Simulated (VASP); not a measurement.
# Rh (Fm-3m) in VASP: a series of runs

The runs below take Rh through single point, with LDA.

Program: VASP 6.6.1. These are calculated values, not measurements. Logs are shortened: lines on timing, memory, paths and dates and some standing lists are left out, and cuts for length are marked.

## (1) The cell of the first run

It takes space group Fm-3m (No. 225, cubic). The conventional cell has a = 3.707 Å, b = 3.707 Å, c = 3.707 Å, α = 90.00°, β = 90.00°, γ = 90.00°. Within 3.5 Å of Rh (site symmetry m-3m) lie 12 Rh at 2.62 Å.

## (2) Single point, LDA

INCAR

```
PREC = Accurate
ENCUT = 520
EDIFF = 1E-6
ISMEAR = 0
SIGMA = 0.05
LREAL = F
LASPH = T
NELM = 100
ALGO = Normal
ISIF = 2
LWAVE = F
LCHARG = F
NBANDS = 14
```

KPOINTS

```
regular mesh
0
Gamma
  18 18 18
```

POSCAR

```
Rh
1.0
    0.0000000000      1.8537023445      1.8537023445
    1.8537023445      0.0000000000      1.8537023445
    1.8537023445      1.8537023445      0.0000000000
Rh
1
Direct
    0.0000000000      0.0000000000      0.0000000000
```

Potentials or basis: VASP PAW LDA potentials, release 64 (Rh_pv).

Command:

```bash
cat potpaw_LDA.64/Rh_pv/POTCAR > POTCAR
mpirun -np 1 vasp_std > vasp.out
```

OUTCAR:

```text
PREC = Accurate
   ENCUT = 520
   EDIFF = 1E-6
   ISMEAR = 0
   LREAL = F
   LASPH = T
   NELM = 100
   ISIF = 2

 ion  position               nearest neighbor table
   1  0.000  0.000  0.000-

  LATTYP: Found a face centered cubic cell.
 ALAT       =     3.7074046890

  Lattice vectors:

 A1 = (   0.0000000000,   1.8537023445,   1.8537023445)
 A2 = (   1.8537023445,   0.0000000000,   1.8537023445)
 A3 = (   1.8537023445,   1.8537023445,   0.0000000000)

Analysis of symmetry for initial positions (statically):
=====================================================================
 Subroutine PRICEL returns:
 Original cell was already a primitive cell.

 Routine SETGRP: Setting up the symmetry group for a
 face centered cubic supercell.

 Subroutine GETGRP returns: Found 48 space group operations
 (whereof 48 operations were pure point group operations)
 out of a pool of 48 trial point group operations.

The static configuration has the point symmetry O_h .

Analysis of symmetry for dynamics (positions and initial velocities):
=====================================================================
 Subroutine PRICEL returns:
 Original cell was already a primitive cell.

 Routine SETGRP: Setting up the symmetry group for a
 face centered cubic supercell.

 Subroutine GETGRP returns: Found 48 space group operations
 (whereof 48 operations were pure point group operations)
 out of a pool of 48 trial point group operations.

The dynamic configuration has the point symmetry O_h .

 Subroutine INISYM returns: Found 48 space group operations
 (whereof 48 operations are pure point group operations),
 and found     1 'primitive' translations

----------------------------------------------------------------------------------------

                                     Primitive cell

  volume of cell :      12.7394

  direct lattice vectors                    reciprocal lattice vectors
     0.000000000  1.853702345  1.853702345    -0.269730468  0.269730468  0.269730468
     1.853702345  0.000000000  1.853702345     0.269730468 -0.269730468  0.269730468
     1.853702345  1.853702345  0.000000000     0.269730468  0.269730468 -0.269730468

  length of vectors
     2.621530996  2.621530996  2.621530996     0.467186874  0.467186874  0.467186874

  position of ions in fractional coordinates (direct lattice)
     0.000000000  0.000000000  0.000000000

  ion indices of the primitive-cell ions
   primitive index   ion index
                 1           1

----------------------------------------------------------------------------------------

 KPOINTS: regular mesh

Automatic generation of k-mesh.
 Grid dimensions read from file:
 generate k-points for:   18   18   18

 Generating k-lattice:

  Cartesian coordinates                     Fractional coordinates (reciprocal lattice)
    -0.014985026  0.014985026  0.014985026     0.055555556  0.000000000  0.000000000
     0.014985026 -0.014985026  0.014985026     0.000000000  0.055555556  0.000000000
     0.014985026  0.014985026 -0.014985026     0.000000000  0.000000000  0.055555556

  Length of vectors
     0.025954826  0.025954826  0.025954826

  Shift w.r.t. Gamma in fractional coordinates (k-lattice)
     0.000000000  0.000000000  0.000000000

 Subroutine IBZKPT returns following result:
 ===========================================

 Found    195 irreducible k-points:

 Following reciprocal coordinates:
            Coordinates               Weight
  0.000000  0.000000  0.000000      1.000000
  0.055556  0.000000  0.000000      8.000000
  0.111111  0.000000  0.000000      8.000000
  0.166667  0.000000  0.000000      8.000000
  0.222222  0.000000  0.000000      8.000000
  0.277778  0.000000  0.000000      8.000000
[... 16 lines left out ...]
 -0.277778  0.055556  0.000000     24.000000
 -0.222222  0.055556  0.000000     24.000000
 [... further k-points ...]
   k-points           NKPTS =    195   k-points in BZ     NKDIM =    195   number of bands    NBANDS=     14
   number of dos      NEDOS =    301   number of ions     NIONS =      1
   total plane-waves  NPLWV =   8000
   dimension x,y,z NGX =    20 NGY =   20 NGZ =   20
   dimension x,y,z NGXF=    40 NGYF=   40 NGZF=   40
   ions per type =               1
   NGX,Y,Z   is equivalent  to a cutoff of  12.68, 12.68, 12.68 a.u.
   NGXF,Y,Z  is equivalent  to a cutoff of  25.37, 25.37, 25.37 a.u.
 SYSTEM =  unknown system
   PREC   = accura    normal or accurate (medium, high low for compatibility)
   ISTART =      0    job   : 0-new  1-cont  2-samecut
   ICHARG =      2    charge: 1-file 2-atom 10-const
   ISPIN  =      1    spin polarized calculation?
   LNONCOLLINEAR =      F non collinear calculations
   LSORBIT =      F    spin-orbit coupling
   LASPH  =      T    aspherical Exc in radial PAW
   ENCUT  =  520.0 eV  38.22 Ry    6.18 a.u.   4.87  4.87  4.87*2*pi/ulx,y,z
   NELM   =    100;   NELMIN=  2; NELMDL= -5     # of ELM steps
   EDIFF  = 0.1E-05   stopping-criterion for ELM
   LREAL  =      F    real-space projection
   EDIFFG = 0.1E-04   stopping-criterion for IOM
   NSW    =      0    number of steps for IOM
   IBRION =     -1    ionic relax: 0-MD 1-quasi-New 2-CG
   NFREE  =      0    steps in history (QN), initial steepest desc. (CG)
   ISIF   =      2    stress and relaxation
   ISYM   =      2    0-nonsym 1-usesym 2-fastsym
   POTIM  = 0.5000    time-step for ionic-motion
   TEBEG  =    0.0;   TEEND  =   0.0 temperature during run
   PSTRESS=    0.0 pullay stress
   NELECT =      15.0000    total number of electrons
   NUPDOWN=      -1.0000    fix difference up-down
   EMIN   =  10.00;   EMAX   =-10.00  energy-range for DOS
   EFERMI =   0.00;   METHOD = LEGACY
   ISMEAR =     0;   SIGMA  =   0.05  broadening in eV -4-tet -1-fermi 0-gaus
   EFERMI_NEDOS =   21; number of points for ismear=-14 and -15
   IALGO  =     38    algorithm
   IMIX   =      4    mixing-type and parameters
     AMIX     =   0.40;   BMIX     =  1.00
     AMIX_MAG =   1.60;   BMIX_MAG =  1.00
  volume/ion in A,a.u.               =      12.74        85.97
  Fermi-wavevector in a.u.,A,eV,Ry     =   1.728709  3.266787 40.660129  2.988435
  Thomas-Fermi vector in A             =   2.803592
   LORBIT       =      0    0 simple, 1 ext, 2 COOP (PROOUT), +10 PAW based schemes
   GGA     = CA    functional components
   LHFCALC =     F    Hartree Fock is set to
   AEXX    =    0.0000 exact exchange contribution
   IVDW    =     0    specifies the selected vdW correction
   LEPSILON=     F    determine dielectric tensor
   LRPA    =     F    only Hartree local field effects (RPA)
 non-spin polarized calculation
 Gauss-broadening in eV      SIGMA  =   0.05
  energy-cutoff  :      520.00
  volume of cell :       12.74
 maximum number of plane-waves:       351
   NGX =  9   NGY =  9   NGZ =  9

 number of electron      14.9999994 magnetization

 Free energy of the ion-electron system (eV)
  ---------------------------------------------------
  ext. energy  EPLUGINS =         0.00000000
  ---------------------------------------------------
  free energy    TOTEN  =        -8.66238363 eV

  energy without entropy =       -8.66095046  energy(sigma->0) =       -8.66166704

 E-fermi :  13.1940     XC(G=0): -14.8431

 val. band max:       13.1900385851   @ k =  -0.4444   0.3333   0.1667
 cond. band min:      13.1953822653   @ k =   0.5000   0.3889   0.0556
 fundamental gap:      0.0053436802
 Fermi energy:        13.1940496106

 k-point     1 :       0.0000    0.0000    0.0000
  band No.  band energies     occupation
      1     -33.1217      2.00000
      2     -33.1217      2.00000
      3     -33.1217      2.00000
      4       4.5803      2.00000
      5       9.6798      2.00000
      6       9.6798      2.00000
      7       9.6798      2.00000
      8      12.0737      2.00000
      9      12.0737      2.00000
     10      29.0342      0.00000
     11      33.3084      0.00000
     12      34.8841      0.00000
     13      34.8841      0.00000
     14      34.8841      0.00000

 k-point     2 :       0.0556    0.0000    0.0000
  band No.  band energies     occupation
      1     -33.1522      2.00000
      2     -33.1257      2.00000
      3     -33.1257      2.00000
      4       4.7151      2.00000
      5       9.6160      2.00000
      6       9.7347      2.00000
      7       9.7347      2.00000
      8      12.0408      2.00000
      9      12.0408      2.00000
     10      29.2454      0.00000
     11      33.3076      0.00000
     12      34.1897      0.00000
     13      35.0928      0.00000
     14      35.0928      0.00000

 k-point     3 :       0.1111    0.0000    0.0000
  band No.  band energies     occupation
      1     -33.2395      2.00000
      2     -33.1373      2.00000
      3     -33.1373      2.00000
      4       5.0997      2.00000
      5       9.4581      2.00000
      6       9.8783      2.00000
      7       9.8783      2.00000
      8      11.9691      2.00000
      9      11.9691      2.00000
     10      29.8192      0.00000
     11      32.7336      0.00000
     12      33.3118      0.00000
     13      35.7002      0.00000
     14      35.7002      0.00000
[... 324 lines left out ...]
 k-point    23 :      -0.2778    0.0556    0.0000
  band No.  band energies     occupation
      1     -33.7528      2.00000
      2     -33.2399      2.00000
      3     -33.1974      2.00000
      4       6.6907      2.00000
      5       9.8575      2.00000
      6      10.0632      2.00000
      7      10.1071      2.00000
      8      12.2524      2.00000
      9      13.1230      1.95552
     10      27.4703      0.00000
     11      30.6967      0.00000
     12      33.3096      0.00000
     13      36.7655      0.00000
     14      38.9111      0.00000

 k-point    24 :      -0.2222    0.0556    0.0000
  band No.  band energies     occupation
      1     -33.5914      2.00000
      2     -33.2163      2.00000
      3     -33.1740      2.00000
      4       6.4849      2.00000
      5       9.3235      2.00000
      6      10.1248      2.00000
      7      10.1798      2.00000
      8      11.8320      2.00000
      9      12.6141      2.00000
     10      29.1008      0.00000
     11      31.1727      0.00000
     12      33.3094      0.00000
     13      36.8909      0.00000
     14      38.7146      0.00000

 [... further k-points ...]

------------------------ aborting loop because EDIFF is reached ----------------------------------------

  FORCE on cell =-STRESS in cart. coord.  units (eV):
  Direction    XX          YY          ZZ          XY          YZ          ZX
  --------------------------------------------------------------------------------------
  -------------------------------------------------------------------------------------
  Total        1.1134462      1.1134462      1.1134462      0.0000000     -0.0000000      0.0000000
  in kB      140.0328143    140.0328143    140.0328143      0.0000000     -0.0000000      0.0000000
  external PRESSURE =     140.0328143 kB  Pullay stress =       0.0000000 kB

 VOLUME and BASIS-vectors are now :
 -----------------------------------------------------------------------------
  energy-cutoff  :      520.00
  volume of cell :       12.74
      direct lattice vectors                 reciprocal lattice vectors
     0.000000000  1.853702345  1.853702345    -0.269730468  0.269730468  0.269730468
     1.853702345  0.000000000  1.853702345     0.269730468 -0.269730468  0.269730468
     1.853702345  1.853702345  0.000000000     0.269730468  0.269730468 -0.269730468

 POSITION                                       TOTAL-FORCE (eV/Angst)
 -----------------------------------------------------------------------------------
      0.00000      0.00000      0.00000         0.000000      0.000000      0.000000
 -----------------------------------------------------------------------------------
    total drift:                                0.000000      0.000000      0.000000

  FREE ENERGIE OF THE ION-ELECTRON SYSTEM (eV)
  ---------------------------------------------------
  free  energy   TOTEN  =        -8.6623836314 eV

  energy  without entropy=       -8.6609504584  energy(sigma->0) =       -8.66166704
```

Run time: 22 s. Hardware: 1 thread of Intel Xeon Platinum 8375C at 2.90GHz (Ice Lake), shared host; peak memory 0.14 GiB.

Results:

```yaml
Free_energy: -8.6624 eV
Pressure: 14.0 GPa
```

## (3) Single point, LDA

This run uses another cell than the first one, of 13.23 Å³/atom, 1.038 times its volume.

INCAR

```
  ALGO = Normal
  EDIFF = 1E-6
  ENCUT = 520
  GGA = CA
  ISIF = 2
  ISMEAR = 0
  LASPH = True
  LCHARG = False
  LREAL = False
  LWAVE = False
  NBANDS = 14
  NELM = 60
  PREC = Accurate
  SIGMA = 0.05
```

KPOINTS

```
k-points
0
Gamma
  18 18 18
```

POSCAR

```
Rh
1.0
    0.0000000000      1.8769875715      1.8769875715
    1.8769875715      0.0000000000      1.8769875715
    1.8769875715      1.8769875715      0.0000000000
Rh
1
Direct
    0.0000000000      0.0000000000      0.0000000000
```

Potentials or basis: VASP PAW LDA potentials, release 64 (Rh_pv).

Command:

```bash
cat potpaw_LDA.64/Rh_pv/POTCAR > POTCAR
mpirun -np 1 vasp_std > vasp.out
```

OUTCAR:

```text
EDIFF = 1E-6
   ENCUT = 520
   GGA = CA
   ISIF = 2
   ISMEAR = 0
   LASPH = True
   LREAL = False
   NELM = 60
   PREC = Accurate

 ion  position               nearest neighbor table
   1  0.000  0.000  0.000-

  LATTYP: Found a face centered cubic cell.
 ALAT       =     3.7539751430

  Lattice vectors:

 A1 = (   0.0000000000,   1.8769875715,   1.8769875715)
 A2 = (   1.8769875715,   0.0000000000,   1.8769875715)
 A3 = (   1.8769875715,   1.8769875715,   0.0000000000)

Analysis of symmetry for initial positions (statically):
=====================================================================
 Subroutine PRICEL returns:
 Original cell was already a primitive cell.

 Routine SETGRP: Setting up the symmetry group for a
 face centered cubic supercell.

 Subroutine GETGRP returns: Found 48 space group operations
 (whereof 48 operations were pure point group operations)
 out of a pool of 48 trial point group operations.

The static configuration has the point symmetry O_h .

Analysis of symmetry for dynamics (positions and initial velocities):
=====================================================================
 Subroutine PRICEL returns:
 Original cell was already a primitive cell.

 Routine SETGRP: Setting up the symmetry group for a
 face centered cubic supercell.

 Subroutine GETGRP returns: Found 48 space group operations
 (whereof 48 operations were pure point group operations)
 out of a pool of 48 trial point group operations.

The dynamic configuration has the point symmetry O_h .

 Subroutine INISYM returns: Found 48 space group operations
 (whereof 48 operations are pure point group operations),
 and found     1 'primitive' translations

----------------------------------------------------------------------------------------

                                     Primitive cell

  volume of cell :      13.2256

  direct lattice vectors                    reciprocal lattice vectors
     0.000000000  1.876987571  1.876987571    -0.266384289  0.266384289  0.266384289
     1.876987571  0.000000000  1.876987571     0.266384289 -0.266384289  0.266384289
[... 114 lines left out ...]
 non-spin polarized calculation
 Gauss-broadening in eV      SIGMA  =   0.05
  energy-cutoff  :      520.00
  volume of cell :       13.23
 maximum number of plane-waves:       368
   NGX =  9   NGY =  9   NGZ =  9

 number of electron      15.0000002 magnetization

 Free energy of the ion-electron system (eV)
  ---------------------------------------------------
  ext. energy  EPLUGINS =         0.00000000
  ---------------------------------------------------
  free energy    TOTEN  =        -8.68448076 eV

  energy without entropy =       -8.68294232  energy(sigma->0) =       -8.68371154

 E-fermi :  12.4551     XC(G=0): -14.6008

 val. band max:       12.4511780535   @ k =  -0.4444   0.3333   0.1667
 cond. band min:      12.4566899828   @ k =   0.5000   0.3889   0.0556
 fundamental gap:      0.0055119293
 Fermi energy:        12.4550872522

 k-point     1 :       0.0000    0.0000    0.0000
  band No.  band energies     occupation
      1     -33.7944      2.00000
      2     -33.7944      2.00000
      3     -33.7944      2.00000
      4       4.1252      2.00000
      5       9.1382      2.00000
      6       9.1382      2.00000
      7       9.1382      2.00000
      8      11.3963      2.00000
      9      11.3963      2.00000
     10      28.3532      0.00000
     11      32.6721      0.00000
     12      33.9819      0.00000
     13      33.9819      0.00000
     14      33.9819      0.00000
[... 377 lines left out ...]
      1     -34.2070      2.00000
      2     -33.8780      2.00000
      3     -33.8409      2.00000
      4       5.9973      2.00000
      5       8.7866      2.00000
      6       9.5606      2.00000
      7       9.6143      2.00000
      8      11.1757      2.00000
      9      11.9089      2.00000
     10      28.1344      0.00000
     11      30.2731      0.00000
     12      32.6727      0.00000
     13      35.7192      0.00000
     14      37.5338      0.00000

 [... further k-points ...]

------------------------ aborting loop because EDIFF is reached ----------------------------------------

  FORCE on cell =-STRESS in cart. coord.  units (eV):
  Direction    XX          YY          ZZ          XY          YZ          ZX
  --------------------------------------------------------------------------------------
  -------------------------------------------------------------------------------------
  Total        0.0657254      0.0657254      0.0657254      0.0000000     -0.0000000      0.0000000
  in kB        7.9621416      7.9621416      7.9621416      0.0000000     -0.0000000      0.0000000
  external PRESSURE =       7.9621416 kB  Pullay stress =       0.0000000 kB

 VOLUME and BASIS-vectors are now :
 -----------------------------------------------------------------------------
  energy-cutoff  :      520.00
  volume of cell :       13.23
      direct lattice vectors                 reciprocal lattice vectors
     0.000000000  1.876987571  1.876987571    -0.266384289  0.266384289  0.266384289
     1.876987571  0.000000000  1.876987571     0.266384289 -0.266384289  0.266384289
     1.876987571  1.876987571  0.000000000     0.266384289  0.266384289 -0.266384289

 POSITION                                       TOTAL-FORCE (eV/Angst)
 -----------------------------------------------------------------------------------
      0.00000      0.00000      0.00000        -0.000000     -0.000000     -0.000000
 -----------------------------------------------------------------------------------
    total drift:                                0.000000     -0.000000      0.000000

  FREE ENERGIE OF THE ION-ELECTRON SYSTEM (eV)
  ---------------------------------------------------
  free  energy   TOTEN  =        -8.6844807642 eV

  energy  without entropy=       -8.6829423226  energy(sigma->0) =       -8.68371154
```

stdout:

```text
POSCAR found type information on POSCAR Rh
 POSCAR found :  1 types and       1 ions
 scaLAPACK will be used
 LDA part: xc-table for (Slater(with rela. corr.)+CA(PZ))
 , standard interpolation
 POSCAR, INCAR and KPOINTS ok, starting setup
 FFT: planning ... GRIDC
 FFT: planning ... GRID_SOFT
 FFT: planning ... GRID
 WAVECAR not read
 entering main loop
```

Wall time 25 s (1 thread of Intel Xeon Platinum 8375C at 2.90GHz (Ice Lake), shared host); peak memory 0.14 GiB.

What came out:

```
Free energy : -8.6845 eV
Pressure    : 0.8 GPa
```

[end of part 1 of 2]
